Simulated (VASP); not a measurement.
Wanted: the native input for a VASP 6.6.1 run.

```
Task                   : single point
Functional             : LDA
Potentials or basis    : VASP PAW LDA potentials, release 64 (W_sv, Se)
Cutoff                 : 520 eV
k mesh                 : 6 × 6 × 2
Occupations            : gaussian, width 0.01 eV
Spin                   : no spin polarisation
Dipole correction      : no
Further INCAR settings : ALGO = Normal; EDIFF = 1e-06; NBANDS = 35
```

The structure of WSe2 lies in POSCAR:

```
WSe2
1.0
    3.2501343135      0.0000000000      0.0000000000
   -1.6250671567      2.8146988812      0.0000000000
    0.0000000000      0.0000000000     12.8163358427
W Se
2 4
Direct
    0.3333333333      0.6666666667      0.2500000000
    0.6666666667      0.3333333333      0.7500000000
    0.3333333333      0.6666666667      0.6199505568
    0.6666666667      0.3333333333      0.1199505568
    0.3333333333      0.6666666667      0.8800494432
    0.6666666667      0.3333333333      0.3800494432
```

These files were run (other wordings do the same):

INCAR

```
  ALGO = Normal
  EDIFF = 1E-6
  ENCUT = 520
  ISIF = 2
  ISMEAR = 0
  LASPH = True
  LCHARG = False
  LREAL = False
  LWAVE = False
  NBANDS = 35
  NELM = 80
  PREC = Accurate
  SIGMA = 0.01
```

KPOINTS

```
k-points
0
Gamma
  6 6 2
```

Potentials or basis: VASP PAW LDA potentials, release 64 (W_sv, Se).

Launch:

```bash
$ cat potpaw_LDA.64/W_sv/POTCAR potpaw_LDA.64/Se/POTCAR > POTCAR
$ mpirun -np 1 vasp_std > vasp.out
```

It gave:

```
Pressure               : 0.8 GPa
Largest force          : 0.102 eV/Å
Band gap on the k mesh : 0.87 eV (least direct gap 1.62 eV)
```

Caveat: spin-orbit coupling is left out, which moves the levels of the heavy elements.

It took 42 s on 1 thread of Intel(R) Xeon(R) Platinum 8259CL CPU @ 2.50GHz (Skylake/Cascade Lake) (shared host), peak memory 0.21 GiB.
